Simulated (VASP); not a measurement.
# In: electric field gradients with LDA

The system is In.

```
In
1.0
    -1.64665    1.62191    2.47395
     1.62191   -1.64665    2.47395
     1.63039    1.63039   -2.49021
In
1
Direct
  0.00000 0.00000 0.00000
```

This cell differs from its parent crystal: equal xy, yz and zx shear strains of -1 %.

```
Program                : VASP 6.6.1
Task                   : electric field gradients
Functional             : LDA
Potentials or basis    : VASP PAW LDA potentials, release 64 (In_d)
Cutoff                 : 520 eV
k mesh                 : 14 × 14 × 14
Occupations            : fermi-dirac, width 0.05 eV
Spin                   : no spin polarisation
Dipole correction      : no
Further INCAR settings : ALGO = Normal; EDIFF = 1e-08; NBANDS = 12
```

* Pressure: -2.7 GPa
* Band gap on the k mesh: zero (an odd number of electrons rules out a gap without spin polarisation)
* Largest electric field gradient by atom: In +22.0 V/Å²

Stress tensor (GPa, compression positive):
```
-2.80  0.07  0.03
 0.07 -2.80  0.03
 0.03  0.03 -2.44
```

Levels at points of the mesh, in eV from the Fermi level:
```csv
k point,band 3,band 4,band 5,band 6,band 7,band 8,band 9,band 10
"(0.00, 0.00, 0.00)",-14.54,-14.46,-14.35,-9.59,10.26,10.38,10.67,11.69
"(0.50, 0.00, 0.00)",-14.52,-14.26,-14.22,-4.31,-3.35,7.28,8.94,11.15
"(0.50, 0.50, 0.00)",-14.26,-14.25,-14.16,-2.03,-1.85,3.44,4.03,7.07
"(0.00, 0.00, 0.50)",-14.26,-14.24,-14.16,-1.92,-1.67,3.39,3.80,6.99
"(0.50, 0.00, 0.50)",-14.53,-14.27,-14.23,-4.46,-3.40,7.55,9.06,11.23
"(0.50, 0.50, 0.50)",-14.25,-14.22,-14.21,-3.02,-2.68,4.62,4.68,8.23
```

Electric field gradients, principal values (V/Å²):
```
atom   least   middle  greatest (by size)
1 In  -9.210  -12.829              22.039
```

Run time: 2.4 min on 1 thread of AMD EPYC 9R14 (Zen 4) (shared host), peak memory 0.28 GiB.

Caveat: the cell differs from its parent crystal (equal xy, yz and zx shear strains of -1 %); without QUAD_EFG the Cq values of the log hold for a quadrupole moment of 1 mb, not for the nuclei; spin-orbit coupling is left out, which moves the levels of the heavy elements.
